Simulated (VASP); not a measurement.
# AlN (Fm-3m) in VASP: notebook, part 2 of 2

VASP 6.6.1.

## 3. Relaxation of cell and atoms, r2SCAN

This run uses another cell than the first one, of 8.42 Å³/atom, 1.023 times its volume.

POSCAR

```
AlN
1.0
    0.0000000000      2.0345180000      2.0345180000
    2.0345180000      0.0000000000      2.0345180000
    2.0345180000      2.0345180000      0.0000000000
Al N
1 1
Direct
    0.5000000000      0.5000000000      0.5000000000
    0.0000000000      0.0000000000      0.0000000000
```

INCAR.step1

```
SYSTEM = AlN
  ALGO = Normal
  EDIFF = 1E-4
  ENCUT = 600
  GGA = PE
  ISMEAR = 0
  LASPH = .TRUE.
  LCHARG = .FALSE.
  LREAL = .FALSE.
  LWAVE = .TRUE.
  NELM = 60
  PREC = Accurate
  SIGMA = 0.1
```

INCAR.step2

```
SYSTEM = AlN
  ALGO = Normal
  EDIFF = 1E-7
  EDIFFG = -0.04
  ENCUT = 600
  IBRION = 2
  ISIF = 3
  ISMEAR = 0
  ISTART = 1
  LASPH = .TRUE.
  LCHARG = .FALSE.
  LMIXTAU = .TRUE.
  LREAL = .FALSE.
  LWAVE = .FALSE.
  METAGGA = R2SCAN
  NELM = 60
  NSW = 90
  PREC = Accurate
  SIGMA = 0.1
```

KPOINTS

```
k-points
0
G
  8 8 8
  0 0 0
```

Potentials or basis: VASP PAW PBE potentials, release 64 (Al, N).

Started as:

```bash
cat potpaw_PBE.64/Al/POTCAR potpaw_PBE.64/N/POTCAR > POTCAR
cp INCAR.step1 INCAR
mpirun -np 1 vasp_std > vasp.out
cp INCAR.step2 INCAR
mpirun -np 1 vasp_std > vasp.out
```

OUTCAR:

```text
SYSTEM = AlN
   EDIFF = 1E-7
   EDIFFG = -0.04
   ENCUT = 600
   IBRION = 2
   ISIF = 3
   ISMEAR = 0
   ISTART = 1
   LASPH = .TRUE.
   LREAL = .FALSE.
   METAGGA = R2SCAN
   NELM = 60
   NSW = 90
   PREC = Accurate

 ion  position               nearest neighbor table
   1  0.500  0.500  0.500-   2 2.03   2 2.03   2 2.03   2 2.03   2 2.03   2 2.03
   2  0.000  0.000  0.000-   1 2.03   1 2.03   1 2.03   1 2.03   1 2.03   1 2.03

  LATTYP: Found a face centered cubic cell.
 ALAT       =     4.0690360000

  Lattice vectors:

 A1 = (   0.0000000000,   2.0345180000,   2.0345180000)
 A2 = (   2.0345180000,   0.0000000000,   2.0345180000)
 A3 = (   2.0345180000,   2.0345180000,   0.0000000000)

Analysis of symmetry for initial positions (statically):
=====================================================================
 Subroutine PRICEL returns:
 Original cell was already a primitive cell.
[... 252 lines left out ...]

 E-fermi :  10.3148     XC(G=0): -12.9121

 val. band max:        9.8625367097   @ k =   0.0000   0.0000   0.0000
 cond. band min:      15.4176120593   @ k =   0.5000   0.5000   0.0000
 fundamental gap:      5.5550753496
 Fermi energy:        10.3148280559

 k-point     1 :       0.0000    0.0000    0.0000
  band No.  band energies     occupation
      1      -8.6022      2.00000
      2       9.8625      2.00000
      3       9.8625      2.00000
      4       9.8625      2.00000
      5      16.4837      0.00000
      6      22.7978      0.00000
      7      22.7978      0.00000
      8      22.7978      0.00000
[... 243 lines left out ...]
 k-point    24 :      -0.3750    0.2500    0.1250
  band No.  band energies     occupation
      1      -4.8345      2.00000
      2       2.2768      2.00000
      3       6.0411      2.00000
      4       7.7933      2.00000
      5      19.1901      0.00000
      6      19.4226      0.00000
      7      23.3862      0.00000
      8      23.7716      0.00000

 [... further k-points ...]
[... 5 lines left out ...]
  --------------------------------------------------------------------------------------
  -------------------------------------------------------------------------------------
  Total        0.0084254      0.0084254      0.0084254      0.0000000      0.0000000      0.0000000
  in kB        0.8225319      0.8225319      0.8225319      0.0000000      0.0000000      0.0000000
  external PRESSURE =       0.8225319 kB  Pullay stress =       0.0000000 kB
[... 17 lines left out ...]
  FREE ENERGIE OF THE ION-ELECTRON SYSTEM (eV)
  ---------------------------------------------------
  free  energy   TOTEN  =       -18.8971650511 eV

  energy  without entropy=      -18.8971650511  energy(sigma->0) =      -18.89716505

 reached required accuracy - stopping structural energy minimisation
```

OUTCAR.step1:

```text
SYSTEM = AlN
   EDIFF = 1E-4
   ENCUT = 600
   GGA = PE
   ISMEAR = 0
   LASPH = .TRUE.
   LREAL = .FALSE.
[... 484 lines left out ...]
      2.03452      2.03452      2.03452         0.000000     -0.000000      0.000000
      0.00000      0.00000      0.00000        -0.000000      0.000000     -0.000000
 -----------------------------------------------------------------------------------
    total drift:                                0.000000     -0.000000     -0.000000

  FREE ENERGIE OF THE ION-ELECTRON SYSTEM (eV)
  ---------------------------------------------------
  free  energy   TOTEN  =       -14.5471796810 eV

  energy  without entropy=      -14.5471796810  energy(sigma->0) =      -14.54717968
```

OSZICAR.step1:

```text
N       E                     dE             d eps       ncg     rms          rms(c)
DAV:   1     0.124390559413E+02    0.12439E+02   -0.44150E+03   464   0.103E+03
DAV:   2    -0.157864490848E+02   -0.28226E+02   -0.26182E+02   624   0.146E+02
DAV:   3    -0.162750905179E+02   -0.48864E+00   -0.48864E+00   616   0.251E+01
DAV:   4    -0.162760582005E+02   -0.96768E-03   -0.96768E-03   648   0.995E-01
DAV:   5    -0.162760611056E+02   -0.29050E-05   -0.29050E-05   600   0.336E-02    0.751E+00
DAV:   6    -0.145692059737E+02    0.17069E+01   -0.88014E+00   552   0.209E+01    0.269E+00
DAV:   7    -0.145529653193E+02    0.16241E-01   -0.13055E-01   544   0.336E+00    0.170E+00
DAV:   8    -0.145471891555E+02    0.57762E-02   -0.12652E-02   496   0.146E+00    0.235E-01
DAV:   9    -0.145471796810E+02    0.94745E-05   -0.37416E-04   632   0.153E-01
   1 F= -.14547180E+02 E0= -.14547180E+02  d E =-.964698E-11
```

Run time: 69 s. Hardware: 1 thread of Intel Xeon Platinum 8488C (Sapphire Rapids), shared host; peak memory 0.13 GiB.

Results:

```
Free energy                            : -18.8972 eV
Relaxed volume                         : 8.21 Å³/atom
Relaxed cell                           : a = 2.852 Å, b = 2.852 Å, c = 2.852 Å, α = 60.00°, β = 60.00°, γ = 60.00°
Space group after relaxing (to 0.05 Å) : Fm-3m (No. 225)
Energy gained by relaxing              : 4.7 meV/atom
Ionic steps                            : 3
Pressure after relaxing                : 0.1 GPa
Band gap on the k mesh                 : 5.56 eV, indirect (least direct gap 6.62 eV)
```

The path:
```
step  energy change (eV)  largest force (eV/Å)  pressure (GPa)  volume (Å³)
   1              0.0000                0.0000           -6.78        16.84
   2              0.0005                0.0000            7.74        15.99
   3             -0.0094                0.0000            0.08        16.41
```

Final structure:
```
Al N
1.0
     0.00000    2.01700    2.01700
     2.01700    0.00000    2.01700
     2.01700    2.01700    0.00000
Al N
1 1
Direct
  0.50000 0.50000 0.50000
  0.00000 0.00000 0.00000
```

Caveat: the PAW data sets were made with another functional, which shifts forces and pressure a little. A k mesh can miss the band edges.

## 4. Relaxation of cell and atoms, r2SCAN

POSCAR

```
AlN
1.0
    0.0000000000      2.0185979311      2.0185979311
    2.0185979311      0.0000000000      2.0185979311
    2.0185979311      2.0185979311      0.0000000000
Al N
1 1
Direct
    0.5000000000      0.5000000000      0.5000000000
    0.0000000000      0.0000000000      0.0000000000
```

INCAR.step1

```
SYSTEM = AlN
  PREC = Accurate
  ENCUT = 600
  ISMEAR = 0
  SIGMA = 0.02
  LREAL = .FALSE.
  LASPH = .TRUE.
  NELM = 60
  GGA = PE
  ALGO = Normal
  EDIFF = 1E-4
  LWAVE = .TRUE.
  LCHARG = .FALSE.
```

INCAR.step2

```
SYSTEM = AlN
  PREC = Accurate
  ENCUT = 600
  EDIFF = 1E-7
  ISMEAR = 0
  SIGMA = 0.02
  LREAL = .FALSE.
  LASPH = .TRUE.
  NELM = 60
  ALGO = Normal
  ISIF = 3
  LWAVE = .FALSE.
  LCHARG = .FALSE.
  METAGGA = R2SCAN
  LMIXTAU = .TRUE.
  IBRION = 2
  NSW = 100
  EDIFFG = -0.01
  ISTART = 1
```

KPOINTS

```
Automatic mesh
0
G
  10 10 10
  0 0 0
```

Potentials or basis: VASP PAW PBE potentials, release 64 (Al, N).

Started as:

```bash
cat potpaw_PBE.64/Al/POTCAR potpaw_PBE.64/N/POTCAR > POTCAR
cp INCAR.step1 INCAR
mpirun -np 1 vasp_std > vasp.out
cp INCAR.step2 INCAR
mpirun -np 1 vasp_std > vasp.out
```

OUTCAR:

```text
SYSTEM = AlN
   PREC = Accurate
   ENCUT = 600
   EDIFF = 1E-7
   ISMEAR = 0
   LREAL = .FALSE.
   LASPH = .TRUE.
   NELM = 60
   ISIF = 3
   METAGGA = R2SCAN
   IBRION = 2
   NSW = 100
   EDIFFG = -0.01
   ISTART = 1

 ion  position               nearest neighbor table
   1  0.500  0.500  0.500-   2 2.02   2 2.02   2 2.02   2 2.02   2 2.02   2 2.02
   2  0.000  0.000  0.000-   1 2.02   1 2.02   1 2.02   1 2.02   1 2.02   1 2.02

  LATTYP: Found a face centered cubic cell.
 ALAT       =     4.0371958622

  Lattice vectors:

 A1 = (   0.0000000000,   2.0185979311,   2.0185979311)
 A2 = (   2.0185979311,   0.0000000000,   2.0185979311)
 A3 = (   2.0185979311,   2.0185979311,   0.0000000000)

Analysis of symmetry for initial positions (statically):
[... 251 lines left out ...]
  ---------------------------------------------------
  free energy    TOTEN  =       -18.89722748 eV

  energy without entropy =      -18.89722748  energy(sigma->0) =      -18.89722748

 E-fermi :  10.0471     XC(G=0): -12.9127

 val. band max:        9.8633438393   @ k =   0.0000   0.0000   0.0000
 cond. band min:      15.4197636489   @ k =   0.5000   0.5000   0.0000
 fundamental gap:      5.5564198096
 Fermi energy:        10.0470788750

 k-point     1 :       0.0000    0.0000    0.0000
  band No.  band energies     occupation
      1      -8.6021      2.00000
      2       9.8633      2.00000
      3       9.8633      2.00000
      4       9.8633      2.00000
      5      16.4859      0.00000
      6      22.7994      0.00000
      7      22.7994      0.00000
      8      22.7994      0.00000
[... 243 lines left out ...]
 k-point    24 :       0.4000    0.3000    0.0000
  band No.  band energies     occupation
      1      -5.5553      2.00000
      2       3.8137      2.00000
      3       6.9744      2.00000
      4       7.4863      2.00000
      5      16.8840      0.00000
      6      17.6154      0.00000
      7      23.2935      0.00000
      8      26.7699      0.00000

 [... further k-points ...]
[... 5 lines left out ...]
  --------------------------------------------------------------------------------------
  -------------------------------------------------------------------------------------
  Total        0.0118945      0.0118945      0.0118945      0.0000000      0.0000000     -0.0000000
  in kB        1.1613117      1.1613117      1.1613117      0.0000000      0.0000000     -0.0000000
  external PRESSURE =       1.1613117 kB  Pullay stress =       0.0000000 kB
[... 17 lines left out ...]
  FREE ENERGIE OF THE ION-ELECTRON SYSTEM (eV)
  ---------------------------------------------------
  free  energy   TOTEN  =       -18.8972274832 eV

  energy  without entropy=      -18.8972274832  energy(sigma->0) =      -18.89722748

 reached required accuracy - stopping structural energy minimisation
```

It took 81 s on 1 thread of Intel Xeon Platinum 8488C (Sapphire Rapids), shared host; peak memory 0.14 GiB.

What came out:

* Free energy: -18.8972 eV
* Relaxed volume: 8.21 Å³/atom
* Relaxed cell: a = 2.852 Å, b = 2.852 Å, c = 2.852 Å, α = 60.00°, β = 60.00°, γ = 60.00°
* Space group after relaxing (to 0.05 Å): Fm-3m (No. 225)
* Energy gained by relaxing: 0.0 meV/atom
* Ionic steps: 3
* Pressure after relaxing: 0.1 GPa
* Band gap on the k mesh: 5.56 eV, indirect (least direct gap 6.62 eV)

Final structure:
```cif
data_structure
_symmetry_space_group_name_H-M 'P 1'
_symmetry_Int_Tables_number 1
_cell_length_a 2.8524
_cell_length_b 2.8524
_cell_length_c 2.8524
_cell_angle_alpha 60.000
_cell_angle_beta 60.000
_cell_angle_gamma 60.000
_cell_volume 16.41
loop_
_atom_site_label
_atom_site_type_symbol
_atom_site_fract_x
_atom_site_fract_y
_atom_site_fract_z
_atom_site_occupancy
Al1 Al 0.50000 0.50000 0.50000 1
N1 N 0.00000 0.00000 0.00000 1
```

Caveat: the PAW data sets were made with another functional, which shifts forces and pressure a little. r2SCAN opens gaps a little over a GGA but as a rule still falls short of measured ones.

## 5. Relaxation of cell and atoms, r2SCAN

POSCAR

```
AlN
1.0
    0.0000000000      2.0189178721      2.0189178721
    2.0189178721      0.0000000000      2.0189178721
    2.0189178721      2.0189178721      0.0000000000
Al N
1 1
Direct
    0.0000000000      0.0000000000      0.0000000000
    0.5000000000      0.5000000000      0.5000000000
```

INCAR.step1

```
SYSTEM = AlN
ALGO = Normal
EDIFF = 1E-4
ENCUT = 600
GGA = PE
ISMEAR = 0
LASPH = .TRUE.
LCHARG = .FALSE.
LREAL = .FALSE.
LWAVE = .TRUE.
NELM = 100
PREC = Accurate
SIGMA = 0.02
```

INCAR.step2

```
SYSTEM = AlN
ALGO = Normal
EDIFF = 1E-6
EDIFFG = -0.01
ENCUT = 600
IBRION = 2
ISIF = 3
ISMEAR = 0
ISTART = 1
LASPH = .TRUE.
LCHARG = .FALSE.
LMIXTAU = .TRUE.
LREAL = .FALSE.
LWAVE = .FALSE.
METAGGA = R2SCAN
NELM = 100
NSW = 100
PREC = Accurate
SIGMA = 0.02
```

KPOINTS

```
k-points
0
G
  10 10 10
  0 0 0
```

Potentials or basis: VASP PAW PBE potentials, release 64 (Al, N).

Started as:

```bash
cat potpaw_PBE.64/Al/POTCAR potpaw_PBE.64/N/POTCAR > POTCAR
cp INCAR.step1 INCAR
mpirun -np 1 vasp_std > vasp.out
cp INCAR.step2 INCAR
mpirun -np 1 vasp_std > vasp.out
```

OUTCAR:

```text
SYSTEM = AlN
   EDIFF = 1E-6
   EDIFFG = -0.01
   ENCUT = 600
   IBRION = 2
   ISIF = 3
   ISMEAR = 0
   ISTART = 1
   LASPH = .TRUE.
   LREAL = .FALSE.
   METAGGA = R2SCAN
   NELM = 100
   NSW = 100
   PREC = Accurate

 ion  position               nearest neighbor table
   1  0.000  0.000  0.000-   2 2.02   2 2.02   2 2.02   2 2.02   2 2.02   2 2.02
   2  0.500  0.500  0.500-   1 2.02   1 2.02   1 2.02   1 2.02   1 2.02   1 2.02

  LATTYP: Found a face centered cubic cell.
 ALAT       =     4.0378357442

  Lattice vectors:

 A1 = (   0.0000000000,   2.0189178721,   2.0189178721)
 A2 = (   2.0189178721,   0.0000000000,   2.0189178721)
 A3 = (   2.0189178721,   2.0189178721,   0.0000000000)

Analysis of symmetry for initial positions (statically):
=====================================================================
 Subroutine PRICEL returns:
[... 179 lines left out ...]
 Fermi energy:         9.9981472224

 k-point     1 :       0.0000    0.0000    0.0000
  band No.  band energies     occupation
      1      -8.6129      2.00000
      2       9.8254      2.00000
      3       9.8254      2.00000
      4       9.8254      2.00000
      5      16.4035      0.00000
      6      22.7514      0.00000
      7      22.7514      0.00000
      8      22.7514      0.00000
[... 324 lines left out ...]
--------------------------------------- Ionic step        3  -------------------------------------------

 number of electron       7.9999999 magnetization

 Free energy of the ion-electron system (eV)
  ---------------------------------------------------
  ext. energy  EPLUGINS =         0.00000000
  ---------------------------------------------------
  free energy    TOTEN  =       -18.89722768 eV

  energy without entropy =      -18.89722768  energy(sigma->0) =      -18.89722768

 E-fermi :  10.0473     XC(G=0): -12.9128

 val. band max:        9.8635632767   @ k =   0.0000   0.0000   0.0000
 cond. band min:      15.4199816331   @ k =   0.5000   0.5000   0.0000
 fundamental gap:      5.5564183564
 Fermi energy:        10.0472561840

 k-point     1 :       0.0000    0.0000    0.0000
  band No.  band energies     occupation
      1      -8.6021      2.00000
      2       9.8636      2.00000
      3       9.8636      2.00000
      4       9.8636      2.00000
      5      16.4862      0.00000
      6      22.7995      0.00000
      7      22.7995      0.00000
      8      22.7995      0.00000
[... 282 lines left out ...]
  FREE ENERGIE OF THE ION-ELECTRON SYSTEM (eV)
  ---------------------------------------------------
  free  energy   TOTEN  =       -18.8972276757 eV

  energy  without entropy=      -18.8972276757  energy(sigma->0) =      -18.89722768

 reached required accuracy - stopping structural energy minimisation
```

OUTCAR.step1:

```text
SYSTEM = AlN
   EDIFF = 1E-4
   ENCUT = 600
   GGA = PE
   ISMEAR = 0
   LASPH = .TRUE.
   LREAL = .FALSE.
[... 484 lines left out ...]
      0.00000      0.00000      0.00000        -0.000000      0.000000     -0.000000
      2.01892      2.01892      2.01892         0.000000     -0.000000      0.000000
 -----------------------------------------------------------------------------------
    total drift:                               -0.000000     -0.000000      0.000000

  FREE ENERGIE OF THE ION-ELECTRON SYSTEM (eV)
  ---------------------------------------------------
  free  energy   TOTEN  =       -14.5400822291 eV

  energy  without entropy=      -14.5400822291  energy(sigma->0) =      -14.54008223
```

Run time: 68 s. Hardware: 1 thread of Intel Xeon Platinum 8488C (Sapphire Rapids), shared host; peak memory 0.14 GiB.

Results:

| Quantity | Value |
| --- | --- |
| Free energy | -18.8972 eV |
| Relaxed volume | 8.20 Å³/atom |
| Relaxed cell | a = 2.852 Å, b = 2.852 Å, c = 2.852 Å, α = 60.00°, β = 60.00°, γ = 60.00° |
| Space group after relaxing (to 0.05 Å) | Fm-3m (No. 225) |
| Energy gained by relaxing | 0.1 meV/atom |
| Ionic steps | 3 |
| Pressure after relaxing | 0.1 GPa |
| Band gap on the k mesh | 5.56 eV, indirect (least direct gap 6.62 eV) |

Step by step:
```csv
step,energy change (eV),largest force (eV/Å),pressure (GPa),volume (Å³)
1,0.0000,0.0000,-0.70,16.46
2,0.0000,0.0000,0.75,16.37
3,-0.0001,0.0000,0.11,16.41
```

Final structure:
```yaml
crystal:
  lattice:
    - [0.00000, 2.01693, 2.01693]
    - [2.01693, 0.00000, 2.01693]
    - [2.01693, 2.01693, 0.00000]
  atoms:
    - { symbol: Al, position: [0.00000, 0.00000, 0.00000] }
    - { symbol: N, position: [0.50000, 0.50000, 0.50000] }
```

Caveat: the PAW data sets were made with another functional, which shifts forces and pressure a little. r2SCAN opens gaps a little over a GGA but as a rule still falls short of measured ones.

## 6. Summary

| task | cell | k mesh | cutoff (eV) | smearing | gap on the mesh (eV) | pressure (GPa) | relaxed volume (Å³/atom) |
| --- | --- | --- | --- | --- | --- | --- | --- |
| single point | a = 2.855 Å, angles 60.0°, 2 atoms | 10 × 10 × 10 | 520 | gaussian 0.02 eV | 5.53 | -0.8 | - |
| relaxation of cell and atoms | relaxed from a = 2.877 Å, angles 60.0°, 2 atoms | 8 × 8 × 8 | 600 | gaussian 0.1 eV | 5.56 | 0.1 | 8.21 |
| relaxation of cell and atoms | relaxed from a = 2.855 Å, angles 60.0°, 2 atoms | 10 × 10 × 10 | 600 | gaussian 0.02 eV | 5.56 | 0.1 | 8.20 |

Alike in all rows: level r2SCAN; potentials or basis VASP PAW PBE potentials, release 64 (Al, N); no spin polarisation.

Caveats: the PAW data sets were made with another functional, which shifts forces and pressure a little.

Total energies depend on the potentials used, so only differences within one code and one set of settings carry meaning.
